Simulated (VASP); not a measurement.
# BP (F-43m) in VASP: further runs

BP is run at these levels: PBEsol, RPBE, revPBE, LDA; tasks: density of states, elastic constants.

Program: VASP 6.6.1. These are calculated values, not measurements. Logs are shortened: lines on timing, memory, paths and dates and some standing lists are left out, and cuts for length are marked.

## 1. The cell of the first run

The structure is cubic, space group F-43m (No. 216). The conventional cell has a = 4.538 Å, b = 4.538 Å, c = 4.538 Å, α = 90.00°, β = 90.00°, γ = 90.00°. Within 2.6 Å of P (site symmetry -43m) lie 4 B at 1.97 Å. Within 2.6 Å of B (site symmetry -43m) lie 4 P at 1.97 Å.

## 2. Density of states, PBEsol

POSCAR

```
BP
1.0
    0.0000000000      2.2690000000      2.2690000000
    2.2690000000      0.0000000000      2.2690000000
    2.2690000000      2.2690000000      0.0000000000
P B
1 1
Direct
    0.7500000000      0.7500000000      0.7500000000
    0.0000000000      0.0000000000      0.0000000000
```

INCAR.step1

```
ALGO = Normal ; EDIFF = 1E-7
ENCUT = 520 ; GGA = PS
ISIF = 2 ; ISMEAR = -1
LASPH = True ; LCHARG = True
LREAL = False ; LWAVE = False
NBANDS = 11 ; NELM = 100
PREC = Accurate ; SIGMA = 0.05
```

KPOINTS.step1

```
k-points
0
Gamma
  6 6 6
```

INCAR.step2

```
ALGO = Normal ; EDIFF = 1E-7
ENCUT = 520 ; GGA = PS
ICHARG = 11 ; ISIF = 2
ISMEAR = -5 ; LASPH = True
LCHARG = False ; LORBIT = 11
LREAL = False ; LWAVE = False
NBANDS = 11 ; NEDOS = 1001
NELM = 100 ; PREC = Accurate
SIGMA = 0.05
```

KPOINTS.step2

```
k-points
0
Gamma
  9 9 9
```

Potentials or basis: VASP PAW PBE potentials, release 64 (P, B).

Started as:

```bash
$ cat potpaw_PBE.64/P/POTCAR potpaw_PBE.64/B/POTCAR > POTCAR
$ cp INCAR.step1 INCAR
$ cp KPOINTS.step1 KPOINTS
$ mpirun -np 1 vasp_std > vasp.out
$ cp INCAR.step2 INCAR
$ cp KPOINTS.step2 KPOINTS
$ mpirun -np 1 vasp_std > vasp.out
```

OUTCAR:

```text
EDIFF = 1E-7
   ENCUT = 520
   GGA = PS
   ICHARG = 11
   ISIF = 2
   ISMEAR = -5
   LASPH = True
   LORBIT = 11
   LREAL = False
   NELM = 100
   PREC = Accurate

 ion  position               nearest neighbor table
   1  0.750  0.750  0.750-   2 1.97   2 1.97   2 1.97   2 1.97
   2  0.000  0.000  0.000-   1 1.97   1 1.97   1 1.97   1 1.97

  LATTYP: Found a face centered cubic cell.
 ALAT       =     4.5380000000

  Lattice vectors:

 A1 = (   0.0000000000,   2.2690000000,   2.2690000000)
 A2 = (   2.2690000000,   0.0000000000,   2.2690000000)
 A3 = (   2.2690000000,   2.2690000000,   0.0000000000)

Analysis of symmetry for initial positions (statically):
=====================================================================
 Subroutine PRICEL returns:
 Original cell was already a primitive cell.

 Routine SETGRP: Setting up the symmetry group for a
 face centered cubic supercell.

 Subroutine GETGRP returns: Found 24 space group operations
 (whereof 24 operations were pure point group operations)
 out of a pool of 48 trial point group operations.

The static configuration has the point symmetry T_d .

Analysis of symmetry for dynamics (positions and initial velocities):
=====================================================================
 Subroutine PRICEL returns:
 Original cell was already a primitive cell.

 Routine SETGRP: Setting up the symmetry group for a
 face centered cubic supercell.

 Subroutine GETGRP returns: Found 24 space group operations
 (whereof 24 operations were pure point group operations)
 out of a pool of 48 trial point group operations.

The dynamic configuration has the point symmetry T_d .

 Subroutine INISYM returns: Found 24 space group operations
 (whereof 24 operations are pure point group operations),
 and found     1 'primitive' translations

----------------------------------------------------------------------------------------

                                     Primitive cell

  volume of cell :      23.3633

  direct lattice vectors                    reciprocal lattice vectors
     0.000000000  2.269000000  2.269000000    -0.220361393  0.220361393  0.220361393
     2.269000000  0.000000000  2.269000000     0.220361393 -0.220361393  0.220361393
     2.269000000  2.269000000  0.000000000     0.220361393  0.220361393 -0.220361393

  length of vectors
     3.208850573  3.208850573  3.208850573     0.381677128  0.381677128  0.381677128

  position of ions in fractional coordinates (direct lattice)
     0.750000000  0.750000000  0.750000000
     0.000000000  0.000000000  0.000000000

  ion indices of the primitive-cell ions
[... 89 lines left out ...]
   NUPDOWN=      -1.0000    fix difference up-down
   EMIN   =  10.00;   EMAX   =-10.00  energy-range for DOS
   EFERMI =   0.00;   METHOD = LEGACY
   ISMEAR =    -5;   SIGMA  =   0.05  broadening in eV -4-tet -1-fermi 0-gaus
   EFERMI_NEDOS =   21; number of points for ismear=-14 and -15
   IALGO  =     38    algorithm
   IMIX   =      4    mixing-type and parameters
     AMIX     =   0.40;   BMIX     =  1.00
     AMIX_MAG =   1.60;   BMIX_MAG =  1.00
  volume/ion in A,a.u.               =      11.68        78.83
  Fermi-wavevector in a.u.,A,eV,Ry     =   1.145320  2.164342 17.847562  1.311759
  Thomas-Fermi vector in A             =   2.282009
   LORBIT       =     11    0 simple, 1 ext, 2 COOP (PROOUT), +10 PAW based schemes
   GGA     = PS    functional components
   LHFCALC =     F    Hartree Fock is set to
   AEXX    =    0.0000 exact exchange contribution
   IVDW    =     0    specifies the selected vdW correction
   LEPSILON=     F    determine dielectric tensor
   LRPA    =     F    only Hartree local field effects (RPA)
 non-spin polarized calculation
 Fermi weights with tetrahedron method with Bloechl corrections
  energy-cutoff  :      520.00
  volume of cell :       23.36
 maximum number of plane-waves:       638

 number of electron       8.0000000 magnetization

 Free energy of the ion-electron system (eV)
  ---------------------------------------------------
  ext. energy  EPLUGINS =         0.00000000
  ---------------------------------------------------
  free energy    TOTEN  =       -13.67169809 eV

  energy without entropy =      -13.67169809  energy(sigma->0) =      -13.67169809

 E-fermi :   7.4247     XC(G=0): -11.0434

 val. band max:        7.4119380948   @ k =   0.0000   0.0000   0.0000
 cond. band min:       8.5529470830   @ k =   0.4444   0.4444   0.0000
 fundamental gap:      1.1410089881
 Fermi energy:         7.4247368418

 k-point     1 :       0.0000    0.0000    0.0000
  band No.  band energies     occupation
      1      -8.0886      2.00000
      2       7.4119      2.00000
      3       7.4119      2.00000
      4       7.4119      2.00000
      5      10.7657      0.00000
      6      10.7657      0.00000
      7      10.7657      0.00000
      8      14.7545      0.00000
      9      18.6510      0.00000
     10      19.5295      0.00000
     11      19.5295      0.00000
[... 309 lines left out ...]
 k-point    24 :       0.4444    0.4444    0.0000
  band No.  band energies     occupation
      1      -3.7276      2.00000
      2      -0.5895      2.00000
      3       3.3345      2.00000
      4       3.3345      2.00000
      5       8.5529      0.00000
      6       9.1958      0.00000
      7      19.1123      0.00000
      8      19.1123      0.00000
      9      22.3470      0.00000
     10      23.8618      0.00000
     11      25.7345      0.00000

 [... further k-points ...]
[... 5 lines left out ...]
  --------------------------------------------------------------------------------------
  -------------------------------------------------------------------------------------
  Total       -0.2903199     -0.2903199     -0.2903199     -0.0000000     -0.0000000      0.0000000
  in kB      -19.9092065    -19.9092065    -19.9092065     -0.0000000     -0.0000000      0.0000000
  external PRESSURE =     -19.9092065 kB  Pullay stress =       0.0000000 kB

 VOLUME and BASIS-vectors are now :
 -----------------------------------------------------------------------------
  energy-cutoff  :      520.00
  volume of cell :       23.36
      direct lattice vectors                 reciprocal lattice vectors
     0.000000000  2.269000000  2.269000000    -0.220361393  0.220361393  0.220361393
     2.269000000  0.000000000  2.269000000     0.220361393 -0.220361393  0.220361393
     2.269000000  2.269000000  0.000000000     0.220361393  0.220361393 -0.220361393

 POSITION                                       TOTAL-FORCE (eV/Angst)
 -----------------------------------------------------------------------------------
      3.40350      3.40350      3.40350         0.000000      0.000000      0.000000
      0.00000      0.00000      0.00000        -0.000000     -0.000000     -0.000000
 -----------------------------------------------------------------------------------
    total drift:                               -0.000000     -0.000000     -0.000000

  FREE ENERGIE OF THE ION-ELECTRON SYSTEM (eV)
  ---------------------------------------------------
  free  energy   TOTEN  =       -13.6716980950 eV

  energy  without entropy=      -13.6716980950  energy(sigma->0) =      -13.67169809

 total charge

# of ion       s       p       d       tot
------------------------------------------
    1        0.989   1.570   0.000   2.559
    2        0.663   1.268   0.000   1.931
--------------------------------------------------
tot          1.652   2.838   0.000   4.490
```

It used 5.8 s of CPU time on 1 thread of Intel Xeon 6975P-C, with other jobs on the host.

Results:

| Quantity | Value |
| --- | --- |
| Valence electrons inside the program's atomic spheres | P 2.56; B 1.93 |

Caveat: the PAW data sets were made with another functional, which shifts forces and pressure a little.

## 3. Density of states, RPBE

POSCAR is that of step 2.

INCAR.step1

```
SYSTEM = BP
PREC = Accurate
ENCUT = 520
EDIFF = 1E-6
ISMEAR = -1
SIGMA = 0.05
LREAL = .False.
LASPH = .True.
NELM = 100
ALGO = Normal
ISIF = 2
LWAVE = .False.
LCHARG = .True.
GGA = RP
NBANDS = 11
```

KPOINTS.step1

```
Automatic mesh
0
Gamma
  6 6 6
  0 0 0
```

INCAR.step2

```
SYSTEM = BP
PREC = Accurate
ENCUT = 520
EDIFF = 1E-6
ISMEAR = -5
SIGMA = 0.05
LREAL = .False.
LASPH = .True.
NELM = 100
ALGO = Normal
ISIF = 2
LWAVE = .False.
LCHARG = .False.
GGA = RP
LORBIT = 10
NBANDS = 11
NEDOS = 2001
ICHARG = 11
```

KPOINTS.step2

```
Automatic mesh
0
Gamma
  9 9 9
  0 0 0
```

Potentials or basis: VASP PAW PBE potentials, release 64 (P, B).

Started as:

```bash
$ cat potpaw_PBE.64/P/POTCAR potpaw_PBE.64/B/POTCAR > POTCAR
$ cp INCAR.step1 INCAR
$ cp KPOINTS.step1 KPOINTS
$ mpirun -np 1 vasp_std > vasp.out
$ cp INCAR.step2 INCAR
$ cp KPOINTS.step2 KPOINTS
$ mpirun -np 1 vasp_std > vasp.out
```

OUTCAR:

```text
SYSTEM = BP
   PREC = Accurate
   ENCUT = 520
   EDIFF = 1E-6
   ISMEAR = -5
   LREAL = .False.
   LASPH = .True.
   NELM = 100
   ISIF = 2
   GGA = RP
   LORBIT = 10
   ICHARG = 11

 ion  position               nearest neighbor table
   1  0.750  0.750  0.750-   2 1.97   2 1.97   2 1.97   2 1.97
   2  0.000  0.000  0.000-   1 1.97   1 1.97   1 1.97   1 1.97

  LATTYP: Found a face centered cubic cell.
 ALAT       =     4.5380000000

  Lattice vectors:

 A1 = (   0.0000000000,   2.2690000000,   2.2690000000)
 A2 = (   2.2690000000,   0.0000000000,   2.2690000000)
[... 527 lines left out ...]
  -------------------------------------------------------------------------------------
  Total        0.4930566      0.4930566      0.4930566     -0.0000000      0.0000000     -0.0000000
  in kB       33.8122381     33.8122381     33.8122381     -0.0000000      0.0000000     -0.0000000
  external PRESSURE =      33.8122381 kB  Pullay stress =       0.0000000 kB

 VOLUME and BASIS-vectors are now :
 -----------------------------------------------------------------------------
  energy-cutoff  :      520.00
  volume of cell :       23.36
      direct lattice vectors                 reciprocal lattice vectors
     0.000000000  2.269000000  2.269000000    -0.220361393  0.220361393  0.220361393
     2.269000000  0.000000000  2.269000000     0.220361393 -0.220361393  0.220361393
     2.269000000  2.269000000  0.000000000     0.220361393  0.220361393 -0.220361393

 POSITION                                       TOTAL-FORCE (eV/Angst)
 -----------------------------------------------------------------------------------
      3.40350      3.40350      3.40350        -0.000000     -0.000000     -0.000000
      0.00000      0.00000      0.00000         0.000000      0.000000      0.000000
 -----------------------------------------------------------------------------------
    total drift:                               -0.000000     -0.000000     -0.000000

  FREE ENERGIE OF THE ION-ELECTRON SYSTEM (eV)
  ---------------------------------------------------
  free  energy   TOTEN  =       -12.2687614288 eV

  energy  without entropy=      -12.2687614288  energy(sigma->0) =      -12.26876143

 total charge

# of ion       s       p       d       tot
------------------------------------------
    1        0.994   1.581   0.000   2.575
    2        0.673   1.273   0.000   1.946
--------------------------------------------------
tot          1.667   2.853   0.000   4.520
```

It used 5.9 s of CPU time on 1 thread of Intel Xeon 6975P-C (shared host).

What came out:

| Quantity | Value |
| --- | --- |
| Valence electrons inside the program's atomic spheres | P 2.58; B 1.95 |

Levels at points of the mesh, in eV from the valence-band top:
| k point | band 1 | band 2 | band 3 | band 4 | band 5 | band 6 | band 7 | band 8 |
| --- | --- | --- | --- | --- | --- | --- | --- | --- |
| (0.00, 0.00, 0.00) | -15.48 | 0.00 | 0.00 | 0.00 | 3.39 | 3.39 | 3.39 | 7.42 |

Caveat: the PAW data sets were made with another functional, which shifts forces and pressure a little.

## 4. Density of states, revPBE

POSCAR is that of step 3.

INCAR.step1

```
ALGO = Normal
EDIFF = 1E-7
ENCUT = 520
GGA = RE
ISIF = 2
ISMEAR = -1
LASPH = True
LCHARG = True
LREAL = False
LWAVE = False
NBANDS = 11
NELM = 100
PREC = Accurate
SIGMA = 0.05
```

KPOINTS.step1

```
k-points
0
Gamma
  6 6 6
```

INCAR.step2

```
ALGO = Normal
EDIFF = 1E-7
ENCUT = 520
GGA = RE
ICHARG = 11
ISIF = 2
ISMEAR = -5
LASPH = True
LCHARG = False
LORBIT = 11
LREAL = False
LWAVE = False
NEDOS = 2001
NELM = 100
PREC = Accurate
SIGMA = 0.05
```

KPOINTS.step2

```
k-points
0
Gamma
  9 9 9
```

Potentials or basis: VASP PAW PBE potentials, release 64 (P, B).

Started as:

```bash
$ cat potpaw_PBE.64/P/POTCAR potpaw_PBE.64/B/POTCAR > POTCAR
$ cp INCAR.step1 INCAR
$ cp KPOINTS.step1 KPOINTS
$ mpirun -np 1 vasp_std > vasp.out
$ cp INCAR.step2 INCAR
$ cp KPOINTS.step2 KPOINTS
$ mpirun -np 1 vasp_std > vasp.out
```

OUTCAR:

```text
EDIFF = 1E-7
   ENCUT = 520
   GGA = RE
   ICHARG = 11
   ISIF = 2
   ISMEAR = -5
   LASPH = True
   LORBIT = 11
   LREAL = False
   NELM = 100
   PREC = Accurate

 ion  position               nearest neighbor table
   1  0.750  0.750  0.750-   2 1.97   2 1.97   2 1.97   2 1.97
   2  0.000  0.000  0.000-   1 1.97   1 1.97   1 1.97   1 1.97

  LATTYP: Found a face centered cubic cell.
 ALAT       =     4.5380000000

  Lattice vectors:

 A1 = (   0.0000000000,   2.2690000000,   2.2690000000)
 A2 = (   2.2690000000,   0.0000000000,   2.2690000000)
[... 455 lines left out ...]
  -------------------------------------------------------------------------------------
  Total        0.4016046      0.4016046      0.4016046      0.0000000      0.0000000      0.0000000
  in kB       27.5407531     27.5407531     27.5407531      0.0000000      0.0000000      0.0000000
  external PRESSURE =      27.5407531 kB  Pullay stress =       0.0000000 kB

 VOLUME and BASIS-vectors are now :
 -----------------------------------------------------------------------------
  energy-cutoff  :      520.00
  volume of cell :       23.36
      direct lattice vectors                 reciprocal lattice vectors
     0.000000000  2.269000000  2.269000000    -0.220361393  0.220361393  0.220361393
     2.269000000  0.000000000  2.269000000     0.220361393 -0.220361393  0.220361393
     2.269000000  2.269000000  0.000000000     0.220361393  0.220361393 -0.220361393

 POSITION                                       TOTAL-FORCE (eV/Angst)
 -----------------------------------------------------------------------------------
      3.40350      3.40350      3.40350        -0.000000     -0.000000     -0.000000
      0.00000      0.00000      0.00000         0.000000      0.000000      0.000000
 -----------------------------------------------------------------------------------
    total drift:                               -0.000000     -0.000000     -0.000000

  FREE ENERGIE OF THE ION-ELECTRON SYSTEM (eV)
  ---------------------------------------------------
  free  energy   TOTEN  =       -12.3818699248 eV

  energy  without entropy=      -12.3818699248  energy(sigma->0) =      -12.38186992

 total charge

# of ion       s       p       d       tot
------------------------------------------
    1        0.994   1.580   0.000   2.573
    2        0.672   1.272   0.000   1.944
--------------------------------------------------
tot          1.666   2.852   0.000   4.518
```

It used 5.7 s of CPU time on 1 thread of Intel Xeon 6975P-C (shared host).

What came out:

```
Valence electrons inside the program's atomic spheres : P 2.57; B 1.94
```

Levels at points of the mesh, in eV from the valence-band top:
```
           k point  band 1  band 2  band 3  band 4  band 5  band 6  band 7  band 8
(0.00, 0.00, 0.00)  -15.48    0.00    0.00    0.00    3.39    3.39    3.39    7.40
```

Caveat: the PAW data sets were made with another functional, which shifts forces and pressure a little.

## 5. Elastic constants, LDA

INCAR

```
SYSTEM = BP
PREC = Accurate
ENCUT = 600
EDIFF = 1E-8
ISMEAR = -1
SIGMA = 0.05
LREAL = .FALSE.
LASPH = .TRUE.
NELM = 60
ALGO = Normal
ISIF = 3
LWAVE = .FALSE.
LCHARG = .FALSE.
GGA = CA
NBANDS = 11
IBRION = 6
NFREE = 2
POTIM = 0.015
NSW = 1
```

KPOINTS

```
regular mesh
0
G
  7 7 7
  0 0 0
```

POSCAR is that of step 4.

Potentials or basis: VASP PAW LDA potentials, release 64 (P, B).

Started as:

```bash
$ cat potpaw_LDA.64/P/POTCAR potpaw_LDA.64/B/POTCAR > POTCAR
$ mpirun -np 1 vasp_std > vasp.out
```

Run time: 4.2 min. Hardware: 1 thread of AMD EPYC 7R43 (Zen 3), shared host; peak memory 0.15 GiB.

The run converged. Its results:

- Elastic constants C11, C12, C44: 338, 72, 183 GPa
- Voigt bulk modulus: 161 GPa
- Highest phonon frequency at Γ, LO-TO splitting left out: 794 cm⁻¹

Phonon frequencies in cm⁻¹ (negative: imaginary):
| q point | frequencies |
| --- | --- |
| (0.000, 0.000, 0.000) | 0 0 0 794 794 794 |

Elastic tensor in Voigt notation (GPa, in the Cartesian axes of the cell as first typed):
```
338  72  72   0   0   0
 72 338  72   0   0   0
 72  72 338   0   0   0
  0   0   0 183   0   0
  0   0   0   0 183   0
  0   0   0   0   0 183
```

Clamped-ion elastic tensor (GPa):
```
338  72  72   0   0   0
 72 338  72   0   0   0
 72  72 338   0   0   0
  0   0   0 200   0   0
  0   0   0   0 200   0
  0   0   0   0   0 200
```

Caveat: the cell is under stress, which shifts elastic constants.
